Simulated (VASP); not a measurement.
Wanted: the native input for a VASP 6.6.1 run.

```
Task                   : single point
Functional             : PBEsol
Potentials or basis    : VASP PAW PBE potentials, release 64 (Zn)
Cutoff                 : 520 eV
k mesh                 : 12 × 12 × 4
Occupations            : gaussian, width 0.1 eV
Spin                   : no spin polarisation
Dipole correction      : no
Further INCAR settings : ALGO = Fast; EDIFF = 1e-07; NBANDS = 32
```

The structure of Zn lies in POSCAR:

```
Zn
1.0
    2.7324606610      0.0000000000      0.0000000000
   -1.3662303305      2.3663803473      0.0000000000
    0.0000000000      0.0000000000      8.6783782568
Zn
4
Direct
    0.0000000000      0.0000000000      0.0000000000
    0.3333333333      0.6666666667      0.2500000000
    0.0000000000      0.0000000000      0.5000000000
    0.6666666667      0.3333333333      0.7500000000
```

These files were run (other wordings do the same):

INCAR

```
ALGO = Fast
EDIFF = 1E-7
ENCUT = 520
GGA = PS
ISIF = 2
ISMEAR = 0
LASPH = True
LCHARG = False
LREAL = False
LWAVE = False
NBANDS = 32
NELM = 80
PREC = Accurate
SIGMA = 0.1
```

KPOINTS

```
k-points
0
Gamma
  12 12 4
```

Potentials or basis: VASP PAW PBE potentials, release 64 (Zn).

The run is started by

```bash
$ cat potpaw_PBE.64/Zn/POTCAR > POTCAR
$ mpirun -np 1 vasp_std > vasp.out
```

Results of the run:

```yaml
Pressure: 0.3 GPa
Band_gap_on_the_k_mesh: zero (band 24 reaches 5.17 eV, above the bottom of band 25 at 2.63 eV)
```

Caveat: the PAW data sets were made with another functional, which shifts forces and pressure a little.

Wall time 53 s on 1 thread of Intel(R) Xeon(R) 6975P-C (Granite Rapids) (shared host), peak memory 0.2 GiB.
